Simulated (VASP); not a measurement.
Wanted: the native input for a VASP 6.6.1 run.

```
Task                   : single point
Functional             : PBE
Potentials or basis    : VASP PAW PBE potentials, release 64 (Cd, S)
Cutoff                 : 520 eV
k mesh                 : 8 × 8 × 5
Occupations            : fermi-dirac, width 0.05 eV
Spin                   : no spin polarisation
Dipole correction      : no
Further INCAR settings : ALGO = Normal; EDIFF = 1e-06; NBANDS = 22
```

The structure of Cd2S lies in POSCAR:

```
Cd2S
1.0
    3.8817765334      0.0000000000      0.0000000000
   -1.9408882667      3.3617170898      0.0000000000
    0.0000000000      0.0000000000      5.6906037861
Cd S
2 1
Direct
    0.3333333333      0.6666666667      0.9327170000
    0.6666666667      0.3333333333      0.5787350000
    0.3333333333      0.6666666667      0.3657050000
```

One way to write it, as run:

INCAR

```
SYSTEM = Cd2S
ALGO     = Normal         ! electronic algorithm
EDIFF    = 1E-6           ! SCF threshold, eV
ENCUT    = 520            ! plane-wave cutoff, eV
GGA      = PE             ! functional
ISIF     = 2              ! what is computed and relaxed
ISMEAR   = -1             ! smearing method
LASPH    = .TRUE.         ! aspherical terms in the spheres
LCHARG   = .TRUE.         ! write CHGCAR
LELF     = .TRUE.         ! ELF
LREAL    = .FALSE.        ! projectors in reciprocal space
LVHAR    = .TRUE.       
LWAVE    = .FALSE.        ! write WAVECAR
NBANDS   = 22             ! bands
NELM     = 80             ! most SCF steps
PREC     = Accurate       ! precision mode
SIGMA    = 0.05           ! smearing width, eV
```

KPOINTS

```
k-points
0
G
  8 8 5
  0 0 0
```

Potentials or basis: VASP PAW PBE potentials, release 64 (Cd, S).

The run is started by

```console
$ cat potpaw_PBE.64/Cd/POTCAR potpaw_PBE.64/S/POTCAR > POTCAR
$ mpirun -np 1 vasp_std > vasp.out
```

It gave:

The pressure is 3.3 GPa. The largest force is 0.193 eV/Å. The band gap on the k mesh is 0.21 eV, indirect (least direct gap 0.59 eV).

Wall time 26 s on 1 thread of Intel(R) Xeon(R) 6975P-C (Granite Rapids), with other jobs on the host, peak memory 0.21 GiB.
